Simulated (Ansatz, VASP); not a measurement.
**One calculation of CaF2, two programs**

```xyz
3
Lattice="0.0000 2.6561 2.6561 2.6561 0.0000 2.6561 2.6561 2.6561 0.0000" Properties=species:S:1:pos:R:3 pbc="T T T"
Ca    0.0000    0.0000    0.0000
F     1.3281    1.3281    1.3281
F     3.9842    3.9842    3.9842
```

Alike in both runs: task single point; functional LDA; k mesh 6 × 6 × 6; no spin polarisation.

|  | VASP | Ansatz |
| --- | --- | --- |
| version | VASP 6.6.1 | Ansatz 0.2.0 |
| potentials or method | VASP PAW LDA potentials, release 64 (Ca_sv, F), cutoff 600 eV | plane waves, PAW |
| occupations | gaussian, width 0.01 eV | fixed |
| valence electrons in the cell | 24 | 24 |

|  | VASP | Ansatz | Ansatz less VASP |
| --- | --- | --- | --- |
| pressure (GPa) | 1.3 | 0.8 | -0.52 |

LDA's correlation is that of Perdew and Zunger in VASP and of Perdew and Wang (1992) in Ansatz.
